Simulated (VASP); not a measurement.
SnO:

```
Sn O
1.0
     4.84413    0.00000    0.00000
     0.00000    3.20567    0.00000
     0.00000    0.00000    4.94590
Sn O
2 2
Direct
  0.75000 0.00000 0.68700
  0.25000 0.00000 0.31300
  0.75000 0.50000 0.18800
  0.25000 0.50000 0.81200
```

```yaml
Program: VASP 6.6.1
Task: relaxation of cell and atoms
Functional: PBE
Potentials_or_basis: VASP PAW PBE potentials, release 64 (Sn_d, O)
Cutoff: 600 eV
k_mesh: 4 × 6 × 4
Occupations: gaussian, width 0.1 eV
Spin: no spin polarisation
```

At the start: pressure -12.5 GPa; volume 19.20 Å³/atom.

Problem. How do energy, volume and symmetry change on relaxing?

Solution. Over 90 steps the energy falls by 748.3 meV/atom and the volume is 18.30 Å³/atom (-4.7 %); space group Pmma (No. 51, to 0.1 Å) before and after.

Step by step:
| step | energy change (eV) | largest force (eV/Å) | pressure (GPa) | volume (Å³) |
| --- | --- | --- | --- | --- |
| 1 | 0.0000 | 1.7983 | -12.50 | 76.80 |
| 4 | -1.6957 | 0.8447 | 5.86 | 58.30 |
| 7 | -1.8926 | 0.6565 | -1.64 | 63.95 |
| 10 | -2.1312 | 0.5954 | 3.54 | 65.26 |
| 13 | -2.2474 | 0.4025 | 5.50 | 69.69 |
| 16 | -2.3569 | 0.4875 | 4.55 | 74.75 |
| 19 | -2.4935 | 0.3744 | -1.09 | 87.23 |
| 22 | -2.5278 | 0.2325 | 0.04 | 93.36 |
| 25 | -2.5381 | 0.1895 | -0.69 | 94.36 |
| 28 | -2.5409 | 0.2264 | -0.76 | 93.64 |
| 31 | -2.5475 | 0.0565 | 0.64 | 88.93 |
| 34 | -2.5525 | 0.0660 | 0.25 | 90.15 |
| 37 | -2.5617 | 0.1443 | -0.46 | 90.77 |
| 40 | -2.5637 | 0.2401 | -0.99 | 91.45 |
| 43 | -2.5737 | 0.2230 | -1.02 | 91.98 |
| 46 | -2.5825 | 0.1514 | -1.03 | 92.87 |
| 49 | -2.5903 | 0.1793 | -0.05 | 91.32 |
| 52 | -2.6000 | 0.1014 | -0.08 | 88.67 |
| 55 | -2.6030 | 0.2065 | 0.69 | 87.26 |
| 58 | -2.6146 | 0.1960 | 0.68 | 85.82 |
| 61 | -2.7828 | 0.3915 | 0.92 | 74.76 |
| 64 | -2.7523 | 0.3076 | 6.00 | 68.07 |
| 67 | -2.8080 | 0.2340 | 2.99 | 71.21 |
| 70 | -2.8142 | 0.2399 | 3.43 | 70.37 |
| 73 | -2.8549 | 0.2966 | 2.42 | 71.02 |
| 76 | -2.9388 | 0.5037 | -1.50 | 73.90 |
| 79 | -2.9820 | 0.1749 | 0.31 | 73.98 |
| 82 | -2.9863 | 0.0604 | -0.91 | 75.42 |
| 85 | -2.9901 | 0.1052 | 0.12 | 74.23 |
| 88 | -2.9920 | 0.0311 | -0.11 | 73.73 |
| 90 | -2.9932 | 0.0177 | 0.19 | 73.19 |

Final structure:
```xyz
4
Lattice="5.8434 0.0000 0.0000 0.0000 3.2984 0.0000 0.0000 0.0000 3.7976" Properties=species:S:1:pos:R:3 pbc="T T T"
Sn    4.3825    0.0000    2.3308
Sn    1.4608    0.0000    1.4668
O     4.3825    1.6492    3.5677
O     1.4608    1.6492    0.2299
```

Caveat: a cell axis changed by over 15 % at a fixed basis, so the end point is rough.
